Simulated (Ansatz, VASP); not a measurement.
One calculation of RbBr, two programs

Contents of POSCAR:

```
RbBr
1.0
    4.1260773000      0.0000000000      0.0000000000
    0.0000000000      4.1260773000      0.0000000000
    0.0000000000      0.0000000000      4.1260773000
Rb Br
1 1
Direct
    0.0000000000      0.0000000000      0.0000000000
    0.5000000000      0.5000000000      0.5000000000
```

Contents of INCAR.step1:

```
SYSTEM = RbBr
  PREC = Accurate
  ENCUT = 520
  ISMEAR = -1
  SIGMA = 0.03
  LREAL = .False.
  LASPH = .True.
  NELM = 80
  NBANDS = 15
  GGA = PE
  ALGO = Normal
  EDIFF = 1E-4
  LWAVE = .True.
  LCHARG = .False.
```

File INCAR.step2:

```
SYSTEM = RbBr
  PREC = Accurate
  ENCUT = 520
  EDIFF = 1E-8
  ISMEAR = -1
  SIGMA = 0.03
  LREAL = .False.
  LASPH = .True.
  NELM = 80
  ALGO = Normal
  ISIF = 2
  LWAVE = .False.
  LCHARG = .False.
  METAGGA = R2SCAN
  LMIXTAU = .True.
  LEFG = .True.
  NBANDS = 15
  ISTART = 1
```

File KPOINTS:

```
Automatic mesh
0
Gamma
  7 7 7
  0 0 0
```

Input for Ansatz:

```yaml
crystal:
  lattice:
    - [4.1260773, 0.0, 0.0]
    - [0.0, 4.1260773, 0.0]
    - [0.0, 0.0, 4.1260773]
  atoms:
    - { symbol: Rb, position: [0.0, 0.0, 0.0] }
    - { symbol: Br, position: [0.5, 0.5, 0.5] }
kpoints:
  mp_grid: { grid: [7, 7, 7] }
  band_path:
    path:
      - [0.0, 0.0, 0.0]
      - [0.0, 0.5, 0.0]
      - [0.5, 0.5, 0.0]
      - [0.0, 0.0, 0.0]
      - [0.5, 0.5, 0.5]
      - [0.0, 0.5, 0.0]
      - [0.5, 0.5, 0.5]
      - [0.5, 0.5, 0.0]
    npoints: 8
scf:
  occupations: { method: fermi_dirac, width: 0.03 }
hamiltonian:
  xc: r2scan
  pseudopotentials: { kind: paw }
output:
  forces: true
  stress: true
  eigenvalues: true
  efg: { contact_densities: true }
  populations: true
  bader: true
  dos: { projected: true, de: 0.2, e_range: [-14, 8] }
```

Alike in both runs: task electric field gradients; functional r2SCAN; k mesh 7 × 7 × 7; occupations fermi-dirac, width 0.03 eV; no spin polarisation.

|  | VASP | Ansatz |
| --- | --- | --- |
| version | VASP 6.6.1 | Ansatz 0.2.0 |
| potentials or method | VASP PAW PBE potentials, release 64 (Rb_sv, Br) | PAW with Ansatz's default frozen-core files, scalar-relativistic |
| plane-wave cutoff (eV) | 520 | 500 |
| valence electrons in the cell | 16 | 16 |

```csv
,VASP,Ansatz,Ansatz less VASP
gap on the k mesh at the Fermi level (eV),4.85,4.85,-0.003
pressure (GPa),0.0,0.0,-0.02
```

VASP's potentials were made for PBE, not for r2SCAN.
